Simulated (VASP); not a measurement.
A run of VASP 6.6.1 is set up as follows.

Contents of POSCAR:

```
SrGaSn
1.0
    4.4648300626      0.0000000000      0.0000000000
   -2.2324150313      3.8666562578      0.0000000000
    0.0000000000      0.0000000000     18.6016981000
Sr Ga Sn
4 4 4
Direct
    0.0000000000      0.0000000000      0.0000000000
    0.0000000000      0.0000000000      0.5000000000
    0.0000000000      0.0000000000      0.2500000000
    0.0000000000      0.0000000000      0.7500000000
    0.3333333333      0.6666666667      0.1591413551
    0.6666666667      0.3333333333      0.6591413551
    0.3333333333      0.6666666667      0.3408586449
    0.6666666667      0.3333333333      0.8408586449
    0.3333333333      0.6666666667      0.6153912688
    0.6666666667      0.3333333333      0.1153912688
    0.3333333333      0.6666666667      0.8846087312
    0.6666666667      0.3333333333      0.3846087312
```

File INCAR.step1:

```
SYSTEM = SrGaSn
  PREC = Accurate
  ENCUT = 550
  ISMEAR = -1
  SIGMA = 0.1
  LREAL = .False.
  LASPH = .True.
  NELM = 120
  NBANDS = 86
  GGA = PE
  ALGO = Normal
  EDIFF = 1E-5
  LWAVE = .True.
  LCHARG = .False.
  GGA_COMPAT = .False.
  KPAR = 4
```

File INCAR.step2:

```
SYSTEM = SrGaSn
  PREC = Accurate
  ENCUT = 550
  EDIFF = 1E-6
  ISMEAR = -1
  SIGMA = 0.1
  LREAL = .False.
  LASPH = .True.
  NELM = 120
  ALGO = Normal
  ISIF = 2
  LWAVE = .False.
  LCHARG = .True.
  METAGGA = R2SCAN
  LMIXTAU = .True.
  LVHAR = .True.
  NBANDS = 86
  ISTART = 1
  GGA_COMPAT = .False.
  KPAR = 4
```

The input KPOINTS:

```
Automatic mesh
0
Gamma
  9 9 2
  0 0 0
```

Potentials or basis: VASP PAW PBE potentials, release 64 (Sr_sv, Ga_d, Sn_d).

The run is started by

```sh
$ cat potpaw_PBE.64/Sr_sv/POTCAR potpaw_PBE.64/Ga_d/POTCAR potpaw_PBE.64/Sn_d/POTCAR > POTCAR
$ cp INCAR.step1 INCAR
$ mpirun -np 4 vasp_std > vasp.out
$ cp INCAR.step2 INCAR
$ mpirun -np 4 vasp_std > vasp.out
```

Task: What does it give for the largest force?

Result: 0.013 eV/Å.

Task: What does it give for the pressure?

Result: 3.2 GPa.

Forces in eV/Å, atoms in the order of the input:
```
Sr   0.000  0.000  0.000
Sr   0.000  0.000  0.000
Sr   0.000  0.000  0.000
Sr   0.000  0.000  0.000
Ga   0.000  0.000 -0.013
Ga   0.000  0.000 -0.013
Ga   0.000  0.000  0.013
Ga   0.000  0.000  0.013
Sn   0.000  0.000  0.001
Sn   0.000  0.000  0.001
Sn   0.000  0.000 -0.001
Sn   0.000  0.000 -0.001
```

Caveat: the cell stands under pressure; the PAW data sets were made with another functional, which shifts forces and pressure a little.
